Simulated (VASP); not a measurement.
# CsAuBr3 (P4mm) in VASP: notebook

Runs on CsAuBr3. Level: LDA. Tasks: single point.

Everything below comes from runs of VASP 6.6.1. Logs are shortened: lines on timing, memory, paths and dates and some standing lists are left out, and cuts for length are marked.

## (1) The cell of the first run

It takes space group P4mm (No. 99, tetragonal). Conventional cell: a = 5.473 Å, b = 5.473 Å, c = 5.473 Å, α = 90.00°, β = 90.00°, γ = 90.00°. Cs (site symmetry 4mm) has 12 Br at 3.87 Å and 8 Au at 4.74 Å within 5.1 Å. Within 3.4 Å of Au (site symmetry 4mm) lie 6 Br at 2.57 to 2.90 Å. Br (site symmetry 2mm) has 2 Au at 2.74 Å within 3.6 Å. Br (site symmetry 4mm) has 2 Au at 2.57 to 2.90 Å within 3.4 Å.

## (2) Single point, LDA

Input file INCAR:

```
SYSTEM = CsAuBr3
PREC = Accurate
ENCUT = 520
EDIFF = 1E-6
ISMEAR = -1
SIGMA = 0.1
LREAL = .FALSE.
LASPH = .TRUE.
NELM = 60
ALGO = Normal
ISIF = 2
LWAVE = .FALSE.
LCHARG = .FALSE.
NBANDS = 28
```

Input file KPOINTS:

```
regular mesh
0
G
  4 4 4
  0 0 0
```

Input file POSCAR:

```
CsAuBr3
1.0
    5.4725400000      0.0000000000      0.0000000000
    0.0000000000      5.4725400000      0.0000000000
    0.0000000000      0.0000000000      5.4725400000
Cs Au Br
1 1 3
Direct
    0.5000000000      0.5000000000      0.5000000000
    0.0000000000      0.0000000000      0.0000000000
    0.0000000000      0.0000000000      0.5000000000
    0.5300000000      0.0000000000      0.0000000000
    0.0000000000      0.5000000000      0.0000000000
```

Potentials or basis: VASP PAW LDA potentials, release 64 (Cs_sv, Au, Br).

Command:

```console
cat potpaw_LDA.64/Cs_sv/POTCAR potpaw_LDA.64/Au/POTCAR potpaw_LDA.64/Br/POTCAR > POTCAR
mpirun -np 1 vasp_std > vasp.out
```

OUTCAR:

```text
SYSTEM = CsAuBr3
   PREC = Accurate
   ENCUT = 520
   EDIFF = 1E-6
   ISMEAR = -1
   LREAL = .FALSE.
   LASPH = .TRUE.
   NELM = 60
   ISIF = 2

 ion  position               nearest neighbor table
   1  0.500  0.500  0.500-
   2  0.000  0.000  0.000-   4 2.57   3 2.74   5 2.74   3 2.74   5 2.74   4 2.90
   3  0.000  0.000  0.500-   2 2.74   2 2.74
   4  0.530  0.000  0.000-   2 2.57   2 2.90
   5  0.000  0.500  0.000-   2 2.74   2 2.74

  LATTYP: Found a simple cubic cell.
 ALAT       =     5.4725400000

  Lattice vectors:

 A1 = (   5.4725400000,   0.0000000000,   0.0000000000)
 A2 = (   0.0000000000,   5.4725400000,   0.0000000000)
 A3 = (   0.0000000000,   0.0000000000,   5.4725400000)

Analysis of symmetry for initial positions (statically):
=====================================================================
 Subroutine PRICEL returns:
 Original cell was already a primitive cell.

 Routine SETGRP: Setting up the symmetry group for a
 simple cubic supercell.

 Subroutine GETGRP returns: Found  8 space group operations
 (whereof  8 operations were pure point group operations)
 out of a pool of 48 trial point group operations.

The static configuration has the point symmetry C_4v.

Analysis of symmetry for dynamics (positions and initial velocities):
=====================================================================
 Subroutine PRICEL returns:
 Original cell was already a primitive cell.

 Routine SETGRP: Setting up the symmetry group for a
 simple cubic supercell.

 Subroutine GETGRP returns: Found  8 space group operations
 (whereof  8 operations were pure point group operations)
 out of a pool of 48 trial point group operations.

The dynamic configuration has the point symmetry C_4v.

 Subroutine INISYM returns: Found  8 space group operations
 (whereof  8 operations are pure point group operations),
 and found     1 'primitive' translations

----------------------------------------------------------------------------------------

                                     Primitive cell

  volume of cell :     163.8954

  direct lattice vectors                    reciprocal lattice vectors
     5.472540000  0.000000000  0.000000000     0.182730505  0.000000000  0.000000000
     0.000000000  5.472540000  0.000000000     0.000000000  0.182730505  0.000000000
     0.000000000  0.000000000  5.472540000     0.000000000  0.000000000  0.182730505

  length of vectors
     5.472540000  5.472540000  5.472540000     0.182730505  0.182730505  0.182730505

  position of ions in fractional coordinates (direct lattice)
     0.500000000  0.500000000  0.500000000
     0.000000000  0.000000000  0.000000000
     0.000000000  0.000000000  0.500000000
     0.530000000  0.000000000  0.000000000
     0.000000000  0.500000000  0.000000000

  ion indices of the primitive-cell ions
   primitive index   ion index
                 1           1
                 2           2
                 3           3
                 4           4
                 5           5

----------------------------------------------------------------------------------------

 KPOINTS: regular mesh

Automatic generation of k-mesh.
 Grid dimensions read from file:
 generate k-points for:    4    4    4

 Generating k-lattice:

  Cartesian coordinates                     Fractional coordinates (reciprocal lattice)
     0.045682626  0.000000000  0.000000000     0.250000000  0.000000000  0.000000000
     0.000000000  0.045682626  0.000000000     0.000000000  0.250000000  0.000000000
     0.000000000  0.000000000  0.045682626     0.000000000  0.000000000  0.250000000

  Length of vectors
     0.045682626  0.045682626  0.045682626

  Shift w.r.t. Gamma in fractional coordinates (k-lattice)
     0.000000000  0.000000000  0.000000000

 Subroutine IBZKPT returns following result:
 ===========================================

 Found     18 irreducible k-points:

 Following reciprocal coordinates:
            Coordinates               Weight
  0.000000  0.000000  0.000000      1.000000
  0.250000  0.000000  0.000000      2.000000
  0.000000  0.250000  0.000000      4.000000
  0.500000  0.000000  0.000000      1.000000
  0.000000  0.500000  0.000000      2.000000
  0.250000  0.250000  0.000000      8.000000
[... 10 lines left out ...]
  0.250000  0.500000  0.500000      2.000000
  0.500000  0.500000  0.500000      1.000000
   k-points           NKPTS =     18   k-points in BZ     NKDIM =     18   number of bands    NBANDS=     28
   number of dos      NEDOS =    301   number of ions     NIONS =      5
   total plane-waves  NPLWV =  74088
   dimension x,y,z NGX =    42 NGY =   42 NGZ =   42
   dimension x,y,z NGXF=    84 NGYF=   84 NGZF=   84
   ions per type =               1   1   3
   NGX,Y,Z   is equivalent  to a cutoff of  12.76, 12.76, 12.76 a.u.
   NGXF,Y,Z  is equivalent  to a cutoff of  25.52, 25.52, 25.52 a.u.
 SYSTEM =  CsAuBr3
   PREC   = accura    normal or accurate (medium, high low for compatibility)
   ISTART =      0    job   : 0-new  1-cont  2-samecut
   ICHARG =      2    charge: 1-file 2-atom 10-const
   ISPIN  =      1    spin polarized calculation?
   LNONCOLLINEAR =      F non collinear calculations
   LSORBIT =      F    spin-orbit coupling
   LASPH  =      T    aspherical Exc in radial PAW
   ENCUT  =  520.0 eV  38.22 Ry    6.18 a.u.  10.18 10.18 10.18*2*pi/ulx,y,z
   NELM   =     60;   NELMIN=  2; NELMDL= -5     # of ELM steps
   EDIFF  = 0.1E-05   stopping-criterion for ELM
   LREAL  =      F    real-space projection
   EDIFFG = 0.1E-04   stopping-criterion for IOM
   NSW    =      0    number of steps for IOM
   IBRION =     -1    ionic relax: 0-MD 1-quasi-New 2-CG
   NFREE  =      0    steps in history (QN), initial steepest desc. (CG)
   ISIF   =      2    stress and relaxation
   ISYM   =      2    0-nonsym 1-usesym 2-fastsym
   POTIM  = 0.5000    time-step for ionic-motion
   TEBEG  =    0.0;   TEEND  =   0.0 temperature during run
   PSTRESS=    0.0 pullay stress
   NELECT =      41.0000    total number of electrons
   NUPDOWN=      -1.0000    fix difference up-down
   EMIN   =  10.00;   EMAX   =-10.00  energy-range for DOS
   EFERMI =   0.00;   METHOD = LEGACY
   ISMEAR =    -1;   SIGMA  =   0.10  broadening in eV -4-tet -1-fermi 0-gaus
   EFERMI_NEDOS =   21; number of points for ismear=-14 and -15
   IALGO  =     38    algorithm
   IMIX   =      4    mixing-type and parameters
     AMIX     =   0.40;   BMIX     =  1.00
     AMIX_MAG =   1.60;   BMIX_MAG =  1.00
  volume/ion in A,a.u.               =      32.78       221.20
  Fermi-wavevector in a.u.,A,eV,Ry     =   1.031527  1.949303 14.477245  1.064047
  Thomas-Fermi vector in A             =   2.165679
   LORBIT       =      0    0 simple, 1 ext, 2 COOP (PROOUT), +10 PAW based schemes
   GGA     = CA    functional components
   LHFCALC =     F    Hartree Fock is set to
   AEXX    =    0.0000 exact exchange contribution
   IVDW    =     0    specifies the selected vdW correction
   LEPSILON=     F    determine dielectric tensor
   LRPA    =     F    only Hartree local field effects (RPA)
 non-spin polarized calculation
  energy-cutoff  :      520.00
  volume of cell :      163.90
 maximum number of plane-waves:      4468
 NGX is ok and might be reduce to    42
   NGX = 21   NGY = 21   NGZ = 21

 number of electron      41.0000003 magnetization

 Free energy of the ion-electron system (eV)
  ---------------------------------------------------
  ext. energy  EPLUGINS =         0.00000000
  ---------------------------------------------------
  free energy    TOTEN  =       -15.86376927 eV

  energy without entropy =      -15.80148569  energy(sigma->0) =      -15.83262748

 E-fermi :   1.0575     XC(G=0):  -8.8784

 val. band max:        1.0245359097   @ k =   0.0000   0.0000   0.0000
 cond. band min:       1.1260373963   @ k =   0.0000   0.5000   0.2500
 fundamental gap:      0.1015014866
 Fermi energy:         1.0575274587

 k-point     1 :       0.0000    0.0000    0.0000
  band No.  band energies     occupation
      1     -19.0640      2.00000
      2     -13.3877      2.00000
      3     -12.8504      2.00000
      4     -12.8077      2.00000
      5      -5.9436      2.00000
      6      -5.9436      2.00000
[... 20 lines left out ...]
     27       7.1159      0.00000
     28       7.1159      0.00000

 k-point     2 :       0.2500    0.0000    0.0000
  band No.  band energies     occupation
      1     -19.0617      2.00000
      2     -13.3154      2.00000
      3     -12.8901      2.00000
      4     -12.8054      2.00000
      5      -5.9242      2.00000
      6      -5.9242      2.00000
[... 20 lines left out ...]
     27       7.6750      0.00000
     28       7.6750      0.00000

 k-point     3 :       0.0000    0.2500    0.0000
  band No.  band energies     occupation
      1     -19.0617      2.00000
      2     -13.3239      2.00000
      3     -12.8595      2.00000
      4     -12.8270      2.00000
      5      -5.9247      2.00000
      6      -5.9241      2.00000
[... 20 lines left out ...]
     27       7.6776      0.00000
     28       7.6823      0.00000

 k-point     4 :       0.5000    0.0000    0.0000
  band No.  band energies     occupation
      1     -19.0593      2.00000
      2     -13.2238      2.00000
      3     -12.9478      2.00000
      4     -12.8030      2.00000
      5      -5.9043      2.00000
      6      -5.9043      2.00000
[... 20 lines left out ...]
     27       8.5203      0.00000
     28       8.6051      0.00000

 k-point     5 :       0.0000    0.5000    0.0000
  band No.  band energies     occupation
      1     -19.0593      2.00000
      2     -13.2497      2.00000
      3     -12.8906      2.00000
      4     -12.8335      2.00000
      5      -5.9041      2.00000
      6      -5.9027      2.00000
[... 20 lines left out ...]
     27       8.5476      0.00000
     28       8.5890      0.00000

 k-point     6 :       0.2500    0.2500    0.0000
  band No.  band energies     occupation
      1     -19.0596      2.00000
      2     -13.2480      2.00000
      3     -12.8902      2.00000
      4     -12.8302      2.00000
      5      -5.9480      2.00000
      6      -5.9051      2.00000
[... 277 lines left out ...]
      5      -5.9810      2.00000
      6      -5.9666      2.00000
[... 20 lines left out ...]
     27       7.7982      0.00000
     28       8.2915      0.00000

 k-point    16 :       0.5000    0.5000    0.2500
  band No.  band energies     occupation
      1     -19.0543      2.00000
      2     -12.9996      2.00000
      3     -12.9159      2.00000
      4     -12.8907      2.00000
      5      -6.0096      2.00000
      6      -6.0055      2.00000
[... 20 lines left out ...]
     27       8.1897      0.00000
     28       8.4360      0.00000

 k-point    17 :       0.2500    0.5000    0.5000
  band No.  band energies     occupation
      1     -19.0543      2.00000
      2     -13.0244      2.00000
      3     -12.8907      2.00000
      4     -12.8907      2.00000
      5      -6.0077      2.00000
      6      -6.0077      2.00000
[... 20 lines left out ...]
     27       8.2076      0.00000
     28       8.4238      0.00000

 k-point    18 :       0.5000    0.5000    0.5000
  band No.  band energies     occupation
      1     -19.0529      2.00000
      2     -12.9658      2.00000
      3     -12.8849      2.00000
      4     -12.8849      2.00000
      5      -6.0598      2.00000
      6      -6.0598      2.00000
[... 20 lines left out ...]
     27       8.3447      0.00000
     28       8.3450      0.00000

------------------------ aborting loop because EDIFF is reached ----------------------------------------

  FORCE on cell =-STRESS in cart. coord.  units (eV):
  Direction    XX          YY          ZZ          XY          YZ          ZX
  --------------------------------------------------------------------------------------
  -------------------------------------------------------------------------------------
  Total       -2.9503746     -3.6073336     -3.6073336      0.0000000      0.0000000     -0.0000000
  in kB      -28.8417032    -35.2638771    -35.2638771      0.0000000      0.0000000     -0.0000000
  external PRESSURE =     -33.1231525 kB  Pullay stress =       0.0000000 kB

 VOLUME and BASIS-vectors are now :
 -----------------------------------------------------------------------------
  energy-cutoff  :      520.00
  volume of cell :      163.90
      direct lattice vectors                 reciprocal lattice vectors
     5.472540000  0.000000000  0.000000000     0.182730505  0.000000000  0.000000000
     0.000000000  5.472540000  0.000000000     0.000000000  0.182730505  0.000000000
     0.000000000  0.000000000  5.472540000     0.000000000  0.000000000  0.182730505

 POSITION                                       TOTAL-FORCE (eV/Angst)
 -----------------------------------------------------------------------------------
      2.73627      2.73627      2.73627         0.004358     -0.000000      0.000000
      0.00000      0.00000      0.00000         0.560003     -0.000000      0.000000
      0.00000      0.00000      2.73627         0.069719     -0.000000      0.000000
      2.90045      0.00000      0.00000        -0.703800      0.000000     -0.000000
      0.00000      2.73627      0.00000         0.069719     -0.000000      0.000000
 -----------------------------------------------------------------------------------
    total drift:                               -0.000048      0.000000     -0.000001

  FREE ENERGIE OF THE ION-ELECTRON SYSTEM (eV)
  ---------------------------------------------------
  free  energy   TOTEN  =       -15.8637692713 eV

  energy  without entropy=      -15.8014856868  energy(sigma->0) =      -15.83262748
```

It took 78 s on 1 thread of Intel Xeon Platinum 8488C (Sapphire Rapids), shared host; peak memory 0.26 GiB.

What came out:

| Property | Result |
| --- | --- |
| Free energy | -15.8638 eV |
| Pressure | -3.3 GPa |
| Largest force | 0.704 eV/Å |
| Band gap on the k mesh | zero (an odd number of electrons rules out a gap without spin polarisation) |

Forces on the atoms (eV/Å):
```
Cs   0.004  0.000  0.000
Au   0.560  0.000  0.000
Br   0.070  0.000  0.000
Br  -0.704  0.000  0.000
Br   0.070  0.000  0.000
```

Stress tensor (GPa, compression positive):
```
-2.88  0.00  0.00
 0.00 -3.53  0.00
 0.00  0.00 -3.53
```

Levels at points of the mesh, in eV from the Fermi level:
| k point | band 17 | band 18 | band 19 | band 20 | band 21 | band 22 | band 23 | band 24 |
| --- | --- | --- | --- | --- | --- | --- | --- | --- |
| (0.00, 0.00, 0.00) | -1.47 | -1.47 | -1.20 | -1.14 | -1.14 | -0.03 | 4.06 | 4.67 |
| (0.50, 0.00, 0.00) | -1.73 | -1.39 | -1.39 | -1.09 | -1.09 | 3.51 | 5.66 | 6.11 |
| (0.00, 0.50, 0.00) | -1.71 | -1.37 | -1.25 | -1.11 | -1.10 | 3.49 | 5.63 | 6.09 |
| (0.50, 0.50, 0.00) | -1.60 | -1.23 | -1.21 | -0.82 | 1.19 | 4.90 | 6.09 | 6.10 |
| (0.00, 0.50, 0.50) | -1.60 | -1.24 | -1.24 | -0.80 | 1.17 | 4.94 | 6.16 | 6.16 |
| (0.50, 0.50, 0.50) | -0.80 | -0.80 | -0.78 | 1.18 | 1.19 | 4.64 | 4.69 | 4.69 |

Caveat: the cell stands under tension; spin-orbit coupling is left out, which moves the levels of the heavy elements; an odd number of electrons without spin polarisation forces a metal; a magnetic or distorted state may lie lower.

(Part 1 of 2 ends here.)
